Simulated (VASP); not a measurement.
# TaN (Fm-3m) in VASP: single point with PBE

Aim: the single point of TaN with PBE.

All numbers are computed with VASP 6.6.1; they aren't measurements. Logs are shortened: lines on timing, memory, paths and dates and some standing lists are left out, and cuts for length are marked.

### 1 The cell of the first run

Symmetry: Fm-3m, No. 225, cubic system. The conventional cell has a = 4.417 Å, b = 4.417 Å, c = 4.417 Å, α = 90.00°, β = 90.00°, γ = 90.00°. Within 2.9 Å of Ta (site symmetry m-3m) lie 6 N at 2.21 Å. Within 2.9 Å of N (site symmetry m-3m) lie 6 Ta at 2.21 Å.

### 2 Single point, PBE

File INCAR:

```
SYSTEM = TaN
PREC     = Accurate       ! precision mode
ENCUT    = 600            ! plane-wave cutoff, eV
EDIFF    = 1E-6           ! SCF threshold, eV
ISMEAR   = 0              ! smearing method
SIGMA    = 0.1            ! smearing width, eV
LREAL    = .False.        ! projectors in reciprocal space
LASPH    = .True.         ! aspherical terms in the spheres
NELM     = 120            ! most SCF steps
ALGO     = Normal         ! electronic algorithm
ISIF     = 2              ! what is computed and relaxed
LWAVE    = .False.        ! write WAVECAR
LCHARG   = .False.        ! write CHGCAR
GGA      = PE             ! functional
NBANDS   = 15             ! bands
GGA_COMPAT= .False.
```

File KPOINTS:

```
Automatic mesh
0
Gamma
  16 16 16
  0 0 0
```

File POSCAR:

```
TaN
1.0
    0.0000000000      2.2086012446      2.2086012446
    2.2086012446      0.0000000000      2.2086012446
    2.2086012446      2.2086012446      0.0000000000
Ta N
1 1
Direct
    0.5000000000      0.5000000000      0.5000000000
    0.0000000000      0.0000000000      0.0000000000
```

Potentials or basis: VASP PAW PBE potentials, release 64 (Ta_pv, N).

On the command line:

```bash
$ cat potpaw_PBE.64/Ta_pv/POTCAR potpaw_PBE.64/N/POTCAR > POTCAR
$ mpirun -np 1 vasp_std > vasp.out
```

OUTCAR:

```text
SYSTEM = TaN
   PREC = Accurate
   ENCUT = 600
   EDIFF = 1E-6
   ISMEAR = 0
   LREAL = .False.
   LASPH = .True.
   NELM = 120
   ISIF = 2
   GGA = PE

 ion  position               nearest neighbor table
   1  0.500  0.500  0.500-   2 2.21   2 2.21   2 2.21   2 2.21   2 2.21   2 2.21
   2  0.000  0.000  0.000-   1 2.21   1 2.21   1 2.21   1 2.21   1 2.21   1 2.21

  LATTYP: Found a face centered cubic cell.
 ALAT       =     4.4172024892

  Lattice vectors:

 A1 = (   0.0000000000,   2.2086012446,   2.2086012446)
 A2 = (   2.2086012446,   0.0000000000,   2.2086012446)
 A3 = (   2.2086012446,   2.2086012446,   0.0000000000)

Analysis of symmetry for initial positions (statically):
=====================================================================
 Subroutine PRICEL returns:
 Original cell was already a primitive cell.

 Routine SETGRP: Setting up the symmetry group for a
 face centered cubic supercell.

 Subroutine GETGRP returns: Found 48 space group operations
 (whereof 48 operations were pure point group operations)
 out of a pool of 48 trial point group operations.

The static configuration has the point symmetry O_h .

Analysis of symmetry for dynamics (positions and initial velocities):
=====================================================================
 Subroutine PRICEL returns:
 Original cell was already a primitive cell.

 Routine SETGRP: Setting up the symmetry group for a
 face centered cubic supercell.

 Subroutine GETGRP returns: Found 48 space group operations
 (whereof 48 operations were pure point group operations)
 out of a pool of 48 trial point group operations.

The dynamic configuration has the point symmetry O_h .

 Subroutine INISYM returns: Found 48 space group operations
 (whereof 48 operations are pure point group operations),
 and found     1 'primitive' translations

----------------------------------------------------------------------------------------

                                     Primitive cell

  volume of cell :      21.5468

  direct lattice vectors                    reciprocal lattice vectors
     0.000000000  2.208601245  2.208601245    -0.226387629  0.226387629  0.226387629
     2.208601245  0.000000000  2.208601245     0.226387629 -0.226387629  0.226387629
     2.208601245  2.208601245  0.000000000     0.226387629  0.226387629 -0.226387629

  length of vectors
     3.123433834  3.123433834  3.123433834     0.392114876  0.392114876  0.392114876

  position of ions in fractional coordinates (direct lattice)
     0.500000000  0.500000000  0.500000000
     0.000000000  0.000000000  0.000000000

  ion indices of the primitive-cell ions
   primitive index   ion index
                 1           1
                 2           2

----------------------------------------------------------------------------------------

 KPOINTS: Automatic mesh

Automatic generation of k-mesh.
 Grid dimensions read from file:
 generate k-points for:   16   16   16

 Generating k-lattice:

  Cartesian coordinates                     Fractional coordinates (reciprocal lattice)
    -0.014149227  0.014149227  0.014149227     0.062500000  0.000000000  0.000000000
     0.014149227 -0.014149227  0.014149227     0.000000000  0.062500000  0.000000000
     0.014149227  0.014149227 -0.014149227     0.000000000  0.000000000  0.062500000

  Length of vectors
     0.024507180  0.024507180  0.024507180

  Shift w.r.t. Gamma in fractional coordinates (k-lattice)
     0.000000000  0.000000000  0.000000000

 Subroutine IBZKPT returns following result:
 ===========================================

 Found    145 irreducible k-points:

 Following reciprocal coordinates:
            Coordinates               Weight
  0.000000  0.000000  0.000000      1.000000
  0.062500  0.000000  0.000000      8.000000
  0.125000  0.000000  0.000000      8.000000
  0.187500  0.000000  0.000000      8.000000
  0.250000  0.000000  0.000000      8.000000
  0.312500  0.000000  0.000000      8.000000
[... 16 lines left out ...]
 -0.125000  0.062500  0.000000     24.000000
 -0.062500  0.062500  0.000000     12.000000
 [... further k-points ...]
   k-points           NKPTS =    145   k-points in BZ     NKDIM =    145   number of bands    NBANDS=     15
   number of dos      NEDOS =    301   number of ions     NIONS =      2
   total plane-waves  NPLWV =  21952
   dimension x,y,z NGX =    28 NGY =   28 NGZ =   28
   dimension x,y,z NGXF=    56 NGYF=   56 NGZF=   56
   ions per type =               1   1
   NGX,Y,Z   is equivalent  to a cutoff of  14.90, 14.90, 14.90 a.u.
   NGXF,Y,Z  is equivalent  to a cutoff of  29.81, 29.81, 29.81 a.u.
 SYSTEM =  TaN
   PREC   = accura    normal or accurate (medium, high low for compatibility)
   ISTART =      0    job   : 0-new  1-cont  2-samecut
   ICHARG =      2    charge: 1-file 2-atom 10-const
   ISPIN  =      1    spin polarized calculation?
   LNONCOLLINEAR =      F non collinear calculations
   LSORBIT =      F    spin-orbit coupling
   LASPH  =      T    aspherical Exc in radial PAW
   ENCUT  =  600.0 eV  44.10 Ry    6.64 a.u.   6.24  6.24  6.24*2*pi/ulx,y,z
   NELM   =    120;   NELMIN=  2; NELMDL= -5     # of ELM steps
   EDIFF  = 0.1E-05   stopping-criterion for ELM
   LREAL  =      F    real-space projection
   EDIFFG = 0.1E-04   stopping-criterion for IOM
   NSW    =      0    number of steps for IOM
   IBRION =     -1    ionic relax: 0-MD 1-quasi-New 2-CG
   NFREE  =      0    steps in history (QN), initial steepest desc. (CG)
   ISIF   =      2    stress and relaxation
   ISYM   =      2    0-nonsym 1-usesym 2-fastsym
   POTIM  = 0.5000    time-step for ionic-motion
   TEBEG  =    0.0;   TEEND  =   0.0 temperature during run
   PSTRESS=    0.0 pullay stress
   NELECT =      16.0000    total number of electrons
   NUPDOWN=      -1.0000    fix difference up-down
   EMIN   =  10.00;   EMAX   =-10.00  energy-range for DOS
   EFERMI =   0.00;   METHOD = LEGACY
   ISMEAR =     0;   SIGMA  =   0.10  broadening in eV -4-tet -1-fermi 0-gaus
   EFERMI_NEDOS =   21; number of points for ismear=-14 and -15
   IALGO  =     38    algorithm
   IMIX   =      4    mixing-type and parameters
     AMIX     =   0.40;   BMIX     =  1.00
     AMIX_MAG =   1.60;   BMIX_MAG =  1.00
  volume/ion in A,a.u.               =      10.77        72.70
  Fermi-wavevector in a.u.,A,eV,Ry     =   1.482475  2.801472 29.901980  2.197733
  Thomas-Fermi vector in A             =   2.596257
   LORBIT       =      0    0 simple, 1 ext, 2 COOP (PROOUT), +10 PAW based schemes
   GGA     = PE    functional components
   LHFCALC =     F    Hartree Fock is set to
   AEXX    =    0.0000 exact exchange contribution
   IVDW    =     0    specifies the selected vdW correction
   LEPSILON=     F    determine dielectric tensor
   LRPA    =     F    only Hartree local field effects (RPA)
 non-spin polarized calculation
 Gauss-broadening in eV      SIGMA  =   0.10
  energy-cutoff  :      600.00
  volume of cell :       21.55
 maximum number of plane-waves:       736
 NGX is ok and might be reduce to    28
   NGX = 13   NGY = 13   NGZ = 13

 number of electron      15.9999999 magnetization

 Free energy of the ion-electron system (eV)
  ---------------------------------------------------
  ext. energy  EPLUGINS =         0.00000000
  ---------------------------------------------------
  free energy    TOTEN  =       -21.82864556 eV

  energy without entropy =      -21.82286025  energy(sigma->0) =      -21.82575290

 E-fermi :   9.3891     XC(G=0): -13.3645

 val. band max:        9.3802823824   @ k =  -0.2500   0.3750   0.1250
 cond. band min:       9.3942509850   @ k =  -0.3125   0.3125   0.1250
 fundamental gap:      0.0139686026
 Fermi energy:         9.3891265943

 k-point     1 :       0.0000    0.0000    0.0000
  band No.  band energies     occupation
      1     -26.4056      2.00000
      2     -26.4056      2.00000
      3     -26.4056      2.00000
      4      -9.3585      2.00000
      5       5.6077      2.00000
      6       5.6077      2.00000
      7       5.6077      2.00000
      8       7.3273      2.00000
      9       7.3273      2.00000
     10       7.3273      2.00000
     11       9.4579      0.33096
     12       9.4579      0.33095
     13      10.8025      0.00000
     14      18.7971      0.00000
     15      21.7316      0.00000

 k-point     2 :       0.0625    0.0000    0.0000
  band No.  band energies     occupation
      1     -26.4389      2.00000
      2     -26.4087      2.00000
      3     -26.4087      2.00000
      4      -9.2660      2.00000
      5       5.1013      2.00000
      6       5.2744      2.00000
      7       5.2744      2.00000
      8       7.4820      2.00000
      9       7.4820      2.00000
     10       7.5470      2.00000
     11       9.8421      0.00000
     12       9.8421      0.00000
     13      11.0969      0.00000
     14      19.0867      0.00000
     15      21.7314      0.00000

 k-point     3 :       0.1250    0.0000    0.0000
  band No.  band energies     occupation
      1     -26.5323      2.00000
      2     -26.4174      2.00000
      3     -26.4174      2.00000
      4      -8.9985      2.00000
      5       4.0722      2.00000
      6       4.5819      2.00000
      7       4.5819      2.00000
      8       7.8435      2.00000
      9       7.8435      2.00000
     10       7.8726      2.00000
     11      10.7781      0.00000
     12      10.7781      0.00000
     13      11.8441      0.00000
     14      19.8870      0.00000
     15      21.7311      0.00000

 k-point     4 :       0.1875    0.0000    0.0000
  band No.  band energies     occupation
      1     -26.6691      2.00000
      2     -26.4303      2.00000
      3     -26.4303      2.00000
      4      -8.5847      2.00000
      5       2.9228      2.00000
      6       3.8440      2.00000
      7       3.8440      2.00000
      8       8.2044      2.00000
      9       8.3599      2.00000
     10       8.3599      2.00000
     11      11.9669      0.00000
     12      11.9669      0.00000
     13      12.7790      0.00000
     14      20.9574      0.00000
     15      21.7308      0.00000
[... 307 lines left out ...]
 k-point    22 :      -0.1875    0.0625    0.0000
  band No.  band energies     occupation
      1     -26.7260      2.00000
      2     -26.4666      2.00000
      3     -26.4248      2.00000
      4      -8.3682      2.00000
      5       2.3785      2.00000
      6       3.3696      2.00000
      7       3.8329      2.00000
      8       8.2779      2.00000
      9       8.2815      2.00000
     10       9.2392      1.96608
     11      11.4509      0.00000
     12      13.1084      0.00000
     13      13.4930      0.00000
     14      21.4640      0.00000
     15      21.7322      0.00000

 k-point    23 :      -0.1250    0.0625    0.0000
  band No.  band energies     occupation
      1     -26.5867      2.00000
      2     -26.4470      2.00000
      3     -26.4135      2.00000
      4      -8.8064      2.00000
      5       3.4281      2.00000
      6       4.0399      2.00000
      7       4.5036      2.00000
      8       7.7901      2.00000
      9       7.9974      2.00000
     10       8.5835      2.00000
     11      10.4378      0.00000
     12      11.8555      0.00000
     13      12.5253      0.00000
     14      20.4486      0.00000
     15      21.7308      0.00000

 k-point    24 :      -0.0625    0.0625    0.0000
  band No.  band energies     occupation
      1     -26.4849      2.00000
      2     -26.4267      2.00000
      3     -26.4078      2.00000
      4      -9.1170      2.00000
      5       4.4108      2.00000
      6       4.7380      2.00000
      7       5.0744      2.00000
      8       7.4991      2.00000
      9       7.7092      2.00000
     10       8.0149      2.00000
     11       9.8574      0.00000
     12      10.7122      0.00000
     13      11.6242      0.00000
     14      19.5465      0.00000
     15      21.7312      0.00000

 [... further k-points ...]

------------------------ aborting loop because EDIFF is reached ----------------------------------------

  FORCE on cell =-STRESS in cart. coord.  units (eV):
  Direction    XX          YY          ZZ          XY          YZ          ZX
  --------------------------------------------------------------------------------------
  -------------------------------------------------------------------------------------
  Total        0.0920411      0.0920411      0.0920411     -0.0000000     -0.0000000      0.0000000
  in kB        6.8440092      6.8440092      6.8440092     -0.0000000     -0.0000000      0.0000000
  external PRESSURE =       6.8440092 kB  Pullay stress =       0.0000000 kB

 VOLUME and BASIS-vectors are now :
 -----------------------------------------------------------------------------
  energy-cutoff  :      600.00
  volume of cell :       21.55
      direct lattice vectors                 reciprocal lattice vectors
     0.000000000  2.208601245  2.208601245    -0.226387629  0.226387629  0.226387629
     2.208601245  0.000000000  2.208601245     0.226387629 -0.226387629  0.226387629
     2.208601245  2.208601245  0.000000000     0.226387629  0.226387629 -0.226387629

 POSITION                                       TOTAL-FORCE (eV/Angst)
 -----------------------------------------------------------------------------------
      2.20860      2.20860      2.20860         0.000000      0.000000      0.000000
      0.00000      0.00000      0.00000         0.000000      0.000000     -0.000000
 -----------------------------------------------------------------------------------
    total drift:                                0.000000      0.000000      0.000000

  FREE ENERGIE OF THE ION-ELECTRON SYSTEM (eV)
  ---------------------------------------------------
  free  energy   TOTEN  =       -21.8286455563 eV

  energy  without entropy=      -21.8228602470  energy(sigma->0) =      -21.82575290
```

It took 62 s on 1 thread of AMD EPYC 7R13 (Zen 3), shared host; peak memory 0.17 GiB.

Results:

```yaml
Free_energy: -21.8286 eV
Pressure: 0.7 GPa
Band_gap_on_the_k_mesh: zero (bands 8 and 9 overlap by 3.93 eV)
```

Levels at points of the mesh, in eV from the Fermi level:
| k point | band 6 | band 7 | band 8 | band 9 | band 10 | band 11 |
| --- | --- | --- | --- | --- | --- | --- |
| (0.00, 0.00, 0.00) | -3.78 | -3.78 | -2.06 | -2.06 | -2.06 | 0.07 |
| (0.50, 0.00, 0.00) | -7.48 | -7.48 | 1.87 | 1.87 | 1.96 | 3.79 |
| (0.50, 0.50, 0.00) | -5.37 | -4.60 | -4.60 | 2.08 | 3.48 | 3.48 |

Caveat: spin-orbit coupling is left out, which moves the levels of the heavy elements.
